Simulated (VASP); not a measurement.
# BP (F-43m) in VASP: a series of runs, part 3 of 3

VASP 6.6.1. The steps go on from the part before.

### Step 5. Electric field gradients, LDA (volume scaled by 0.98)

The input, INCAR:

```
PREC     = Accurate       # precision mode
ENCUT    = 520            # plane-wave cutoff, eV
EDIFF    = 1E-8           # SCF threshold, eV
ISMEAR   = -1             # smearing method
SIGMA    = 0.08           # smearing width, eV
LREAL    = False          # projectors in reciprocal space
LASPH    = True           # aspherical terms in the spheres
NELM     = 100            # most SCF steps
ALGO     = Normal         # electronic algorithm
ISIF     = 2              # what is computed and relaxed
LWAVE    = False          # write WAVECAR
LCHARG   = False          # write CHGCAR
GGA      = CA             # functional
LEFG     = True         
NBANDS   = 11             # bands
```

The input, KPOINTS:

```
Automatic mesh
0
Gamma
  12 12 12
```

The input, POSCAR:

```
BP
1.0
    0.0000000000      2.2537713532      2.2537713532
    2.2537713532      0.0000000000      2.2537713532
    2.2537713532      2.2537713532      0.0000000000
B P
1 1
Direct
    0.0000000000      0.0000000000      0.0000000000
    0.7500000000      0.7500000000      0.7500000000
```

Potentials or basis: VASP PAW LDA potentials, release 64 (B, P).

Launch:

```console
$ cat potpaw_LDA.64/B/POTCAR potpaw_LDA.64/P/POTCAR > POTCAR
$ mpirun -np 1 vasp_std > vasp.out
```

OUTCAR:

```text
PREC = Accurate
   ENCUT = 520
   EDIFF = 1E-8
   ISMEAR = -1
   LREAL = False
   LASPH = True
   NELM = 100
   ISIF = 2
   GGA = CA

 ion  position               nearest neighbor table
   1  0.000  0.000  0.000-   2 1.95   2 1.95   2 1.95   2 1.95
   2  0.750  0.750  0.750-   1 1.95   1 1.95   1 1.95   1 1.95

  LATTYP: Found a face centered cubic cell.
 ALAT       =     4.5075427064

  Lattice vectors:

 A1 = (   0.0000000000,   2.2537713532,   2.2537713532)
 A2 = (   2.2537713532,   0.0000000000,   2.2537713532)
 A3 = (   2.2537713532,   2.2537713532,   0.0000000000)

Analysis of symmetry for initial positions (statically):
=====================================================================
 Subroutine PRICEL returns:
 Original cell was already a primitive cell.

 Routine SETGRP: Setting up the symmetry group for a
 face centered cubic supercell.

 Subroutine GETGRP returns: Found 24 space group operations
 (whereof 24 operations were pure point group operations)
 out of a pool of 48 trial point group operations.

The static configuration has the point symmetry T_d .

Analysis of symmetry for dynamics (positions and initial velocities):
=====================================================================
 Subroutine PRICEL returns:
 Original cell was already a primitive cell.

 Routine SETGRP: Setting up the symmetry group for a
 face centered cubic supercell.

 Subroutine GETGRP returns: Found 24 space group operations
 (whereof 24 operations were pure point group operations)
 out of a pool of 48 trial point group operations.

The dynamic configuration has the point symmetry T_d .

 Subroutine INISYM returns: Found 24 space group operations
 (whereof 24 operations are pure point group operations),
 and found     1 'primitive' translations

----------------------------------------------------------------------------------------

                                     Primitive cell

  volume of cell :      22.8960

  direct lattice vectors                    reciprocal lattice vectors
     0.000000000  2.253771353  2.253771353    -0.221850366  0.221850366  0.221850366
     2.253771353  0.000000000  2.253771353     0.221850366 -0.221850366  0.221850366
     2.253771353  2.253771353  0.000000000     0.221850366  0.221850366 -0.221850366

  length of vectors
     3.187314014  3.187314014  3.187314014     0.384256106  0.384256106  0.384256106

  position of ions in fractional coordinates (direct lattice)
     0.000000000  0.000000000  0.000000000
     0.750000000  0.750000000  0.750000000

  ion indices of the primitive-cell ions
   primitive index   ion index
                 1           1
                 2           2

----------------------------------------------------------------------------------------

 KPOINTS: Automatic mesh

Automatic generation of k-mesh.
 Grid dimensions read from file:
 generate k-points for:   12   12   12

 Generating k-lattice:
[... 71 lines left out ...]
   TEBEG  =    0.0;   TEEND  =   0.0 temperature during run
   PSTRESS=    0.0 pullay stress
   NELECT =       8.0000    total number of electrons
   NUPDOWN=      -1.0000    fix difference up-down
   EMIN   =  10.00;   EMAX   =-10.00  energy-range for DOS
   EFERMI =   0.00;   METHOD = LEGACY
   ISMEAR =    -1;   SIGMA  =   0.08  broadening in eV -4-tet -1-fermi 0-gaus
   EFERMI_NEDOS =   21; number of points for ismear=-14 and -15
   IALGO  =     38    algorithm
   IMIX   =      4    mixing-type and parameters
     AMIX     =   0.40;   BMIX     =  1.00
     AMIX_MAG =   1.60;   BMIX_MAG =  1.00
  volume/ion in A,a.u.               =      11.45        77.25
  Fermi-wavevector in a.u.,A,eV,Ry     =   1.153059  2.178966 18.089568  1.329546
  Thomas-Fermi vector in A             =   2.289706
   LORBIT       =      0    0 simple, 1 ext, 2 COOP (PROOUT), +10 PAW based schemes
   GGA     = CA    functional components
   LHFCALC =     F    Hartree Fock is set to
   AEXX    =    0.0000 exact exchange contribution
   IVDW    =     0    specifies the selected vdW correction
   LEPSILON=     F    determine dielectric tensor
   LRPA    =     F    only Hartree local field effects (RPA)
 non-spin polarized calculation
  energy-cutoff  :      520.00
  volume of cell :       22.90
 maximum number of plane-waves:       636
   NGX = 11   NGY = 11   NGZ = 11

 number of electron       8.0000001 magnetization

 Free energy of the ion-electron system (eV)
  ---------------------------------------------------
  ext. energy  EPLUGINS =         0.00000000
  ---------------------------------------------------
  free energy    TOTEN  =       -14.39802171 eV

  energy without entropy =      -14.39801343  energy(sigma->0) =      -14.39801757

 E-fermi :   8.2096     XC(G=0): -11.1716

 val. band max:        7.6484420315   @ k =   0.0000   0.0000   0.0000
 cond. band min:       8.8075243906   @ k =   0.4167   0.4167   0.0000
 fundamental gap:      1.1590823592
 Fermi energy:         8.2096192474

 k-point     1 :       0.0000    0.0000    0.0000
  band No.  band energies     occupation
      1      -7.9207      2.00000
      2       7.6484      1.99820
      3       7.6484      1.99820
      4       7.6484      1.99820
      5      11.0589      0.00000
      6      11.0589      0.00000
      7      11.0589      0.00000
      8      15.3271      0.00000
      9      19.0482      0.00000
     10      19.8897      0.00000
     11      19.8897      0.00000
[... 309 lines left out ...]
 k-point    24 :      -0.4167    0.1667    0.0000
  band No.  band energies     occupation
      1      -4.1834      2.00000
      2      -1.0268      2.00000
      3       3.7091      2.00000
      4       5.3044      2.00000
      5      11.1629      0.00000
      6      13.7771      0.00000
      7      14.0259      0.00000
      8      18.0478      0.00000
      9      19.6058      0.00000
     10      20.5174      0.00000
     11      23.7648      0.00000

 [... further k-points ...]
[... 5 lines left out ...]
  --------------------------------------------------------------------------------------
  -------------------------------------------------------------------------------------
  Total       -0.2954229     -0.2954229     -0.2954229      0.0000000      0.0000000      0.0000000
  in kB      -20.6726013    -20.6726013    -20.6726013      0.0000000      0.0000000      0.0000000
  external PRESSURE =     -20.6726013 kB  Pullay stress =       0.0000000 kB

 VOLUME and BASIS-vectors are now :
 -----------------------------------------------------------------------------
  energy-cutoff  :      520.00
  volume of cell :       22.90
      direct lattice vectors                 reciprocal lattice vectors
     0.000000000  2.253771353  2.253771353    -0.221850366  0.221850366  0.221850366
     2.253771353  0.000000000  2.253771353     0.221850366 -0.221850366  0.221850366
     2.253771353  2.253771353  0.000000000     0.221850366  0.221850366 -0.221850366

 POSITION                                       TOTAL-FORCE (eV/Angst)
 -----------------------------------------------------------------------------------
      0.00000      0.00000      0.00000        -0.000000     -0.000000     -0.000000
      3.38066      3.38066      3.38066         0.000000      0.000000      0.000000
 -----------------------------------------------------------------------------------
    total drift:                               -0.000000     -0.000000     -0.000000

  FREE ENERGIE OF THE ION-ELECTRON SYSTEM (eV)
  ---------------------------------------------------
  free  energy   TOTEN  =       -14.3980217081 eV

  energy  without entropy=      -14.3980134343  energy(sigma->0) =      -14.39801757

 Electric field gradients (V/A^2)
---------------------------------------------------------------------
 ion       V_xx      V_yy      V_zz      V_xy      V_xz      V_yz
---------------------------------------------------------------------
   1      -0.000    -0.000    -0.000     0.000     0.000     0.000
   2      -0.000    -0.000    -0.000    -0.000    -0.000    -0.000
---------------------------------------------------------------------

 Electric field gradients after diagonalization (V/A^2)
 (convention: |V_zz| > |V_xx| > |V_yy|)
----------------------------------------------------------------------
 ion       V_xx      V_yy      V_zz     asymmetry (V_yy - V_xx)/ V_zz
----------------------------------------------------------------------
   1      -0.000    -0.000     0.000       0.000
   2       0.000     0.000    -0.000       0.000
----------------------------------------------------------------------

           NMR quadrupolar parameters

 Cq : quadrupolar parameter    Cq=e*Q*V_zz/h
 eta: asymmetry parameters     (V_yy - V_xx)/ V_zz
 Q  : nuclear electric quadrupole moment in mb (millibarn)
----------------------------------------------------------------------
 ion       Cq(MHz)       eta       Q (mb)
----------------------------------------------------------------------
   1       0.000       0.000       1.000
   2      -0.000       0.000       1.000
----------------------------------------------------------------------
```

Run time: 9.1 s. Hardware: 1 thread of AMD EPYC 9R45 (Zen 5), shared host; peak memory 0.1 GiB.

What came out:

```
Free energy            : -14.3980 eV
Pressure               : -2.1 GPa
Band gap on the k mesh : 1.16 eV, indirect (least direct gap 3.41 eV)
```

Caveat: without QUAD_EFG the Cq values of the log hold for a quadrupole moment of 1 mb, not for the nuclei. A k mesh can miss the band edges.

### Step 6. Electric field gradients, LDA (volume scaled by 1.01)

The input, INCAR:

```
  PREC = Accurate
  ENCUT = 520
  EDIFF = 1E-8
  ISMEAR = -1
  SIGMA = 0.08
  LREAL = F
  LASPH = T
  NELM = 60
  ALGO = Normal
  ISIF = 2
  LWAVE = F
  LCHARG = F
  LEFG = T
  NBANDS = 11
```

KPOINTS is that of step 5.

The input, POSCAR:

```
BP
1.0
    0.0000000000      2.2765382614      2.2765382614
    2.2765382614      0.0000000000      2.2765382614
    2.2765382614      2.2765382614      0.0000000000
B P
1 1
Direct
    0.0000000000      0.0000000000      0.0000000000
    0.7500000000      0.7500000000      0.7500000000
```

Potentials or basis: VASP PAW LDA potentials, release 64 (B, P).

Launch:

```console
$ cat potpaw_LDA.64/B/POTCAR potpaw_LDA.64/P/POTCAR > POTCAR
$ mpirun -np 1 vasp_std > vasp.out
```

OUTCAR:

```text
PREC = Accurate
   ENCUT = 520
   EDIFF = 1E-8
   ISMEAR = -1
   LREAL = F
   LASPH = T
   NELM = 60
   ISIF = 2

 ion  position               nearest neighbor table
   1  0.000  0.000  0.000-   2 1.97   2 1.97   2 1.97   2 1.97
   2  0.750  0.750  0.750-   1 1.97   1 1.97   1 1.97   1 1.97

  LATTYP: Found a face centered cubic cell.
 ALAT       =     4.5530765228

  Lattice vectors:

 A1 = (   0.0000000000,   2.2765382614,   2.2765382614)
 A2 = (   2.2765382614,   0.0000000000,   2.2765382614)
 A3 = (   2.2765382614,   2.2765382614,   0.0000000000)

Analysis of symmetry for initial positions (statically):
=====================================================================
 Subroutine PRICEL returns:
 Original cell was already a primitive cell.

 Routine SETGRP: Setting up the symmetry group for a
 face centered cubic supercell.

 Subroutine GETGRP returns: Found 24 space group operations
 (whereof 24 operations were pure point group operations)
 out of a pool of 48 trial point group operations.

The static configuration has the point symmetry T_d .

Analysis of symmetry for dynamics (positions and initial velocities):
=====================================================================
 Subroutine PRICEL returns:
 Original cell was already a primitive cell.

 Routine SETGRP: Setting up the symmetry group for a
 face centered cubic supercell.

 Subroutine GETGRP returns: Found 24 space group operations
 (whereof 24 operations were pure point group operations)
 out of a pool of 48 trial point group operations.

The dynamic configuration has the point symmetry T_d .

 Subroutine INISYM returns: Found 24 space group operations
 (whereof 24 operations are pure point group operations),
[... 160 lines left out ...]
      9      18.4752      0.00000
     10      19.4402      0.00000
     11      19.4402      0.00000
[... 309 lines left out ...]
 k-point    24 :      -0.4167    0.1667    0.0000
  band No.  band energies     occupation
      1      -4.3998      2.00000
      2      -1.1932      2.00000
      3       3.4277      2.00000
      4       4.9993      2.00000
      5      10.7789      0.00000
      6      13.3472      0.00000
      7      13.4951      0.00000
      8      17.4798      0.00000
      9      19.0514      0.00000
     10      20.0098      0.00000
     11      23.1587      0.00000

 [... further k-points ...]
[... 5 lines left out ...]
  --------------------------------------------------------------------------------------
  -------------------------------------------------------------------------------------
  Total       -1.0069661     -1.0069661     -1.0069661      0.0000000     -0.0000000     -0.0000000
  in kB      -68.3707871    -68.3707871    -68.3707871      0.0000000     -0.0000000     -0.0000000
  external PRESSURE =     -68.3707871 kB  Pullay stress =       0.0000000 kB

 VOLUME and BASIS-vectors are now :
 -----------------------------------------------------------------------------
  energy-cutoff  :      520.00
  volume of cell :       23.60
      direct lattice vectors                 reciprocal lattice vectors
     0.000000000  2.276538261  2.276538261    -0.219631714  0.219631714  0.219631714
     2.276538261  0.000000000  2.276538261     0.219631714 -0.219631714  0.219631714
     2.276538261  2.276538261  0.000000000     0.219631714  0.219631714 -0.219631714

 POSITION                                       TOTAL-FORCE (eV/Angst)
 -----------------------------------------------------------------------------------
      0.00000      0.00000      0.00000        -0.000000     -0.000000     -0.000000
      3.41481      3.41481      3.41481         0.000000      0.000000      0.000000
 -----------------------------------------------------------------------------------
    total drift:                               -0.000000     -0.000000     -0.000000

  FREE ENERGIE OF THE ION-ELECTRON SYSTEM (eV)
  ---------------------------------------------------
  free  energy   TOTEN  =       -14.3786480904 eV

  energy  without entropy=      -14.3786412969  energy(sigma->0) =      -14.37864469

 Electric field gradients (V/A^2)
---------------------------------------------------------------------
 ion       V_xx      V_yy      V_zz      V_xy      V_xz      V_yz
---------------------------------------------------------------------
   1      -0.000    -0.000     0.000     0.000     0.000     0.000
   2      -0.000    -0.000    -0.000    -0.000    -0.000    -0.000
---------------------------------------------------------------------

 Electric field gradients after diagonalization (V/A^2)
 (convention: |V_zz| > |V_xx| > |V_yy|)
----------------------------------------------------------------------
 ion       V_xx      V_yy      V_zz     asymmetry (V_yy - V_xx)/ V_zz
----------------------------------------------------------------------
   1      -0.000    -0.000     0.000       0.000
   2       0.000     0.000    -0.000       0.000
----------------------------------------------------------------------

           NMR quadrupolar parameters

 Cq : quadrupolar parameter    Cq=e*Q*V_zz/h
 eta: asymmetry parameters     (V_yy - V_xx)/ V_zz
 Q  : nuclear electric quadrupole moment in mb (millibarn)
----------------------------------------------------------------------
 ion       Cq(MHz)       eta       Q (mb)
----------------------------------------------------------------------
   1       0.000       0.000       1.000
   2      -0.000       0.000       1.000
----------------------------------------------------------------------
```

stdout:

```text
POSCAR found type information on POSCAR B P
 POSCAR found :  2 types and       2 ions
 scaLAPACK will be used
 LDA part: xc-table for (Slater(with rela. corr.)+CA(PZ))
 , standard interpolation
 POSCAR, INCAR and KPOINTS ok, starting setup
 FFT: planning ... GRIDC
 FFT: planning ... GRID_SOFT
 FFT: planning ... GRID
 WAVECAR not read
 entering main loop
ion   1

ion   2
```

Wall time 9.7 s (1 thread of AMD EPYC 9R45 (Zen 5), shared host); peak memory 0.1 GiB.

What came out:

* Free energy: -14.3786 eV
* Pressure: -6.8 GPa
* Band gap on the k mesh: 1.20 eV, indirect (least direct gap 3.36 eV)

Levels at points of the mesh, in eV from the valence-band top:
| k point | band 1 | band 2 | band 3 | band 4 | band 5 | band 6 | band 7 | band 8 | band 9 |
| --- | --- | --- | --- | --- | --- | --- | --- | --- | --- |
| (0.00, 0.00, 0.00) | -15.30 | 0.00 | 0.00 | 0.00 | 3.36 | 3.36 | 3.36 | 7.22 | 11.19 |
| (0.50, 0.00, 0.00) | -12.01 | -8.94 | -1.74 | -1.74 | 3.72 | 4.67 | 4.67 | 9.88 | 14.44 |
| (0.50, 0.50, 0.00) | -10.52 | -8.44 | -4.07 | -4.07 | 1.32 | 1.56 | 11.90 | 11.90 | 14.85 |

Caveat: without QUAD_EFG the Cq values of the log hold for a quadrupole moment of 1 mb, not for the nuclei. A k mesh can miss the band edges.

### Step 7. The runs side by side

```csv
cell,gap on the mesh (eV),pressure (GPa)
"a = 3.209 Å, angles 60.0°, 2 atoms",1.18,-5.3
"a = 3.187 Å, angles 60.0°, 2 atoms",1.16,-2.1
"a = 3.220 Å, angles 60.0°, 2 atoms",1.20,-6.8
```

Alike in all rows: task electric field gradients; level LDA; potentials or basis VASP PAW LDA potentials, release 64 (B, P); no spin polarisation; k mesh 12 × 12 × 12; cutoff (eV) 520; smearing fermi-dirac 0.08 eV.

Total energies depend on the potentials used, so only differences within one code and one set of settings carry meaning.
